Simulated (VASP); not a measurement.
# La2SbAs3 (P6/mmm) in VASP: single point with PBE

Aim: the single point of La2SbAs3 with PBE.

Program: VASP 6.6.1. These are calculated values, not measurements. Logs are shortened: lines on timing, memory, paths and dates and some standing lists are left out, and cuts for length are marked.

### Step 1. The cell of the first run

The structure is hexagonal, space group P6/mmm (No. 191). Conventional cell: a = 6.770 Å, b = 6.770 Å, c = 3.760 Å, α = 90.00°, β = 90.00°, γ = 120.00°. La (site symmetry -6m2) has 6 As at 2.71 Å within 3.6 Å. Sb (site symmetry 6/mmm) has 2 Sb at 3.76 Å and 12 As at 3.87 Å and 6 La at 3.91 Å within 4.9 Å. Within 3.6 Å of As (site symmetry mmm) lie 4 La at 2.71 Å and 4 As at 3.38 Å.

The cell was generated, and may not be a known phase.

### Step 2. Single point, PBE

INCAR

```
SYSTEM = La2SbAs3
PREC = Accurate
ENCUT = 520
EDIFF = 1E-6
ISMEAR = 0
SIGMA = 0.1
LREAL = .FALSE.
LASPH = .TRUE.
NELM = 80
ALGO = Normal
ISIF = 2
LWAVE = .FALSE.
LCHARG = .FALSE.
GGA = PE
NBANDS = 30
```

KPOINTS

```
Automatic mesh
0
G
  3 3 4
  0 0 0
```

POSCAR

```
La2SbAs3
1.0
    6.7698291800      0.0000000000      0.0000000000
   -3.3849145900      5.8628440500      0.0000000000
    0.0000000000      0.0000000000      3.7601985500
La Sb As
2 1 3
Direct
    0.3333333300      0.6666666700      0.0000000000
    0.6666666700      0.3333333300      0.0000000000
    0.0000000000      0.0000000000      0.0000000000
    0.5000000000      0.0000000000      0.5000000000
    0.5000000000      0.5000000000      0.5000000000
    0.0000000000      0.5000000000      0.5000000000
```

Potentials or basis: VASP PAW PBE potentials, release 64 (La, Sb, As).

Started as:

```sh
$ cat potpaw_PBE.64/La/POTCAR potpaw_PBE.64/Sb/POTCAR potpaw_PBE.64/As/POTCAR > POTCAR
$ mpirun -np 1 vasp_std > vasp.out
```

OUTCAR:

```text
SYSTEM = La2SbAs3
   PREC = Accurate
   ENCUT = 520
   EDIFF = 1E-6
   ISMEAR = 0
   LREAL = .FALSE.
   LASPH = .TRUE.
   NELM = 80
   ISIF = 2
   GGA = PE

 ion  position               nearest neighbor table
   1  0.333  0.667  0.000-   6 2.71   6 2.71   4 2.71   4 2.71   5 2.71   5 2.71
   2  0.667  0.333  0.000-   6 2.71   6 2.71   4 2.71   4 2.71   5 2.71   5 2.71
   3  0.000  0.000  0.000-
   4  0.500  0.000  0.500-   1 2.71   2 2.71   1 2.71   2 2.71
   5  0.500  0.500  0.500-   1 2.71   2 2.71   1 2.71   2 2.71
   6  0.000  0.500  0.500-   1 2.71   2 2.71   1 2.71   2 2.71

  LATTYP: Found a hexagonal cell.
 ALAT       =     6.7698291800
 C/A-ratio  =     0.5554347754

  Lattice vectors:

 A1 = (   6.7698291800,   0.0000000000,   0.0000000000)
 A2 = (  -3.3849145900,   5.8628440500,   0.0000000000)
 A3 = (   0.0000000000,   0.0000000000,   3.7601985500)

Analysis of symmetry for initial positions (statically):
=====================================================================
 Subroutine PRICEL returns:
 Original cell was already a primitive cell.

 Routine SETGRP: Setting up the symmetry group for a
 hexagonal supercell.

 Subroutine GETGRP returns: Found 24 space group operations
 (whereof 24 operations were pure point group operations)
 out of a pool of 24 trial point group operations.

The static configuration has the point symmetry D_6h.

Analysis of symmetry for dynamics (positions and initial velocities):
=====================================================================
 Subroutine PRICEL returns:
 Original cell was already a primitive cell.

 Routine SETGRP: Setting up the symmetry group for a
 hexagonal supercell.

 Subroutine GETGRP returns: Found 24 space group operations
 (whereof 24 operations were pure point group operations)
 out of a pool of 24 trial point group operations.

The dynamic configuration has the point symmetry D_6h.

 Subroutine INISYM returns: Found 24 space group operations
 (whereof 24 operations are pure point group operations),
 and found     1 'primitive' translations

----------------------------------------------------------------------------------------

                                     Primitive cell

  volume of cell :     149.2440

  direct lattice vectors                    reciprocal lattice vectors
     6.769829180  0.000000000  0.000000000     0.147714215  0.085282842  0.000000000
    -3.384914590  5.862844050  0.000000000     0.000000000  0.170565683  0.000000000
     0.000000000  0.000000000  3.760198550     0.000000000  0.000000000  0.265943403

  length of vectors
     6.769829180  6.769829181  3.760198550     0.170565683  0.170565683  0.265943403

  position of ions in fractional coordinates (direct lattice)
     0.333333330  0.666666670  0.000000000
     0.666666670  0.333333330  0.000000000
     0.000000000  0.000000000  0.000000000
     0.500000000  0.000000000  0.500000000
     0.500000000  0.500000000  0.500000000
     1.000000000  0.500000000  0.500000000

  ion indices of the primitive-cell ions
   primitive index   ion index
                 1           1
                 2           2
                 3           3
                 4           4
                 5           5
                 6           6

----------------------------------------------------------------------------------------

 KPOINTS: Automatic mesh

Automatic generation of k-mesh.
 Grid dimensions read from file:
 generate k-points for:    3    3    4

 Generating k-lattice:

  Cartesian coordinates                     Fractional coordinates (reciprocal lattice)
     0.049238072  0.028427614  0.000000000     0.333333333 -0.000000000  0.000000000
     0.000000000  0.056855228  0.000000000     0.000000000  0.333333333  0.000000000
     0.000000000  0.000000000  0.066485851     0.000000000  0.000000000  0.250000000

  Length of vectors
     0.056855228  0.056855228  0.066485851

  Shift w.r.t. Gamma in fractional coordinates (k-lattice)
     0.000000000  0.000000000  0.000000000

 Subroutine IBZKPT returns following result:
 ===========================================

 Found      9 irreducible k-points:

 Following reciprocal coordinates:
            Coordinates               Weight
  0.000000  0.000000  0.000000      1.000000
  0.333333  0.000000  0.000000      6.000000
  0.333333  0.333333  0.000000      2.000000
  0.000000  0.000000  0.250000      2.000000
  0.333333  0.000000  0.250000     12.000000
  0.333333  0.333333  0.250000      4.000000
  0.000000  0.000000  0.500000      1.000000
  0.333333  0.000000  0.500000      6.000000
  0.333333  0.333333  0.500000      2.000000
   k-points           NKPTS =      9   k-points in BZ     NKDIM =      9   number of bands    NBANDS=     30
   number of dos      NEDOS =    301   number of ions     NIONS =      6
   total plane-waves  NPLWV =  70000
   dimension x,y,z NGX =    50 NGY =   50 NGZ =   28
   dimension x,y,z NGXF=   100 NGYF=  100 NGZF=   56
   ions per type =               2   1   3
   NGX,Y,Z   is equivalent  to a cutoff of  12.28, 12.28, 12.38 a.u.
   NGXF,Y,Z  is equivalent  to a cutoff of  24.56, 24.56, 24.76 a.u.
 SYSTEM =  La2SbAs3
   PREC   = accura    normal or accurate (medium, high low for compatibility)
   ISTART =      0    job   : 0-new  1-cont  2-samecut
   ICHARG =      2    charge: 1-file 2-atom 10-const
   ISPIN  =      1    spin polarized calculation?
   LNONCOLLINEAR =      F non collinear calculations
   LSORBIT =      F    spin-orbit coupling
   LASPH  =      T    aspherical Exc in radial PAW
   ENCUT  =  520.0 eV  38.22 Ry    6.18 a.u.  12.59 12.59  6.99*2*pi/ulx,y,z
   NELM   =     80;   NELMIN=  2; NELMDL= -5     # of ELM steps
   EDIFF  = 0.1E-05   stopping-criterion for ELM
   LREAL  =      F    real-space projection
   EDIFFG = 0.1E-04   stopping-criterion for IOM
   NSW    =      0    number of steps for IOM
   IBRION =     -1    ionic relax: 0-MD 1-quasi-New 2-CG
   NFREE  =      0    steps in history (QN), initial steepest desc. (CG)
   ISIF   =      2    stress and relaxation
   ISYM   =      2    0-nonsym 1-usesym 2-fastsym
   POTIM  = 0.5000    time-step for ionic-motion
   TEBEG  =    0.0;   TEEND  =   0.0 temperature during run
   PSTRESS=    0.0 pullay stress
   NELECT =      42.0000    total number of electrons
   NUPDOWN=      -1.0000    fix difference up-down
   EMIN   =  10.00;   EMAX   =-10.00  energy-range for DOS
   EFERMI =   0.00;   METHOD = LEGACY
   ISMEAR =     0;   SIGMA  =   0.10  broadening in eV -4-tet -1-fermi 0-gaus
   EFERMI_NEDOS =   21; number of points for ismear=-14 and -15
   IALGO  =     38    algorithm
   IMIX   =      4    mixing-type and parameters
     AMIX     =   0.40;   BMIX     =  1.00
     AMIX_MAG =   1.60;   BMIX_MAG =  1.00
  volume/ion in A,a.u.               =      24.87       167.86
  Fermi-wavevector in a.u.,A,eV,Ry     =   1.072817  2.027330 15.659440  1.150936
  Thomas-Fermi vector in A             =   2.208598
   LORBIT       =      0    0 simple, 1 ext, 2 COOP (PROOUT), +10 PAW based schemes
   GGA     = PE    functional components
   LHFCALC =     F    Hartree Fock is set to
   AEXX    =    0.0000 exact exchange contribution
   IVDW    =     0    specifies the selected vdW correction
   LEPSILON=     F    determine dielectric tensor
   LRPA    =     F    only Hartree local field effects (RPA)
 non-spin polarized calculation
 Gauss-broadening in eV      SIGMA  =   0.10
  energy-cutoff  :      520.00
  volume of cell :      149.24
 maximum number of plane-waves:      4046
 NGX is ok and might be reduce to    50
   NGX = 25   NGY = 25   NGZ = 13

 number of electron      41.9999997 magnetization

 Free energy of the ion-electron system (eV)
  ---------------------------------------------------
  ext. energy  EPLUGINS =         0.00000000
  ---------------------------------------------------
  free energy    TOTEN  =       -27.90459369 eV

  energy without entropy =      -27.88713271  energy(sigma->0) =      -27.89586320

 E-fermi :   6.9039     XC(G=0): -10.1470

 val. band max:        6.8515202861   @ k =   0.0000   0.0000   0.5000
 cond. band min:       6.9073622993   @ k =   0.3333   0.3333   0.5000
 fundamental gap:      0.0558420132
 Fermi energy:         6.9038534475

 k-point     1 :       0.0000    0.0000    0.0000
  band No.  band energies     occupation
      1     -24.1949      2.00000
      2     -24.0926      2.00000
      3      -9.1134      2.00000
      4      -9.1134      2.00000
      5      -8.1410      2.00000
      6      -8.1410      2.00000
[... 22 lines left out ...]
     29      10.3752      0.00000
     30      10.6199      0.00000

 k-point     2 :       0.3333    0.0000    0.0000
  band No.  band energies     occupation
      1     -24.1735      2.00000
      2     -24.1145      2.00000
      3      -9.1467      2.00000
      4      -8.9673      2.00000
      5      -8.3705      2.00000
      6      -8.0968      2.00000
[... 22 lines left out ...]
     29      10.6038      0.00000
     30      10.8309      0.00000

 k-point     3 :       0.3333    0.3333    0.0000
  band No.  band energies     occupation
      1     -24.1441      2.00000
      2     -24.1441      2.00000
      3      -9.1859      2.00000
      4      -8.6849      2.00000
      5      -8.6849      2.00000
      6      -8.0559      2.00000
[... 22 lines left out ...]
     29      10.8895      0.00000
     30      10.9194      0.00000

 k-point     4 :       0.0000    0.0000    0.2500
  band No.  band energies     occupation
      1     -24.1397      2.00000
      2     -24.0400      2.00000
      3      -9.1962      2.00000
      4      -8.8452      2.00000
      5      -8.8452      2.00000
      6      -8.5580      2.00000
[... 121 lines left out ...]
     29      10.8251      0.00000
     30      10.8693      0.00000

 k-point     8 :       0.3333    0.0000    0.5000
  band No.  band energies     occupation
      1     -24.0628      2.00000
      2     -24.0070      2.00000
      3      -9.7926      2.00000
      4      -9.3426      2.00000
      5      -8.5480      2.00000
      6      -8.4146      2.00000
[... 22 lines left out ...]
     29      10.6920      0.00000
     30      10.9123      0.00000

 k-point     9 :       0.3333    0.3333    0.5000
  band No.  band energies     occupation
      1     -24.0350      2.00000
      2     -24.0350      2.00000
      3      -9.5797      2.00000
      4      -9.5797      2.00000
      5      -8.5775      2.00000
      6      -8.2164      2.00000
[... 22 lines left out ...]
     29      10.5162      0.00000
     30      10.5889      0.00000

------------------------ aborting loop because EDIFF is reached ----------------------------------------

  FORCE on cell =-STRESS in cart. coord.  units (eV):
  Direction    XX          YY          ZZ          XY          YZ          ZX
  --------------------------------------------------------------------------------------
  -------------------------------------------------------------------------------------
  Total       12.4677693     12.4677693     34.8212204      0.0000000     -0.0000000      0.0000000
  in kB      133.8451102    133.8451103    373.8158749      0.0000000     -0.0000000      0.0000000
  external PRESSURE =     213.8353651 kB  Pullay stress =       0.0000000 kB

 VOLUME and BASIS-vectors are now :
 -----------------------------------------------------------------------------
  energy-cutoff  :      520.00
  volume of cell :      149.24
      direct lattice vectors                 reciprocal lattice vectors
     6.769829180  0.000000000  0.000000000     0.147714215  0.085282842  0.000000000
    -3.384914590  5.862844050  0.000000000     0.000000000  0.170565683  0.000000000
     0.000000000  0.000000000  3.760198550     0.000000000  0.000000000  0.265943403

 POSITION                                       TOTAL-FORCE (eV/Angst)
 -----------------------------------------------------------------------------------
     -0.00000      3.90856      0.00000         0.000000      0.000000      0.000000
      3.38491      1.95428      0.00000        -0.000000     -0.000000     -0.000000
      0.00000      0.00000      0.00000        -0.000000      0.000000      0.000000
      3.38491      0.00000      1.88010        -0.000000      0.000000      0.000000
      1.69246      2.93142      1.88010        -0.000000      0.000000      0.000000
     -1.69246      2.93142      1.88010        -0.000000      0.000000      0.000000
 -----------------------------------------------------------------------------------
    total drift:                               -0.000000      0.000000     -0.000000

  FREE ENERGIE OF THE ION-ELECTRON SYSTEM (eV)
  ---------------------------------------------------
  free  energy   TOTEN  =       -27.9045936889 eV

  energy  without entropy=      -27.8871327146  energy(sigma->0) =      -27.89586320
```

Wall time 56 s (1 thread of AMD EPYC 7R13, shared host); peak memory 0.24 GiB.

Results:

```
Free energy            : -27.9046 eV
Pressure               : 21.4 GPa
Band gap on the k mesh : zero (bands 21 and 22 overlap by 0.81 eV)
```

Stress tensor (GPa, compression positive):
```
13.38  0.00  0.00
 0.00 13.38  0.00
 0.00  0.00 37.38
```

Caveat: the k points lie up to 0.42 Å⁻¹ apart, too coarse for converged energies and pressures of a metal; spin-orbit coupling is left out, which moves the levels of the heavy elements.

The gap in the log of VASP goes by the Fermi energy; the results here count the filled bands.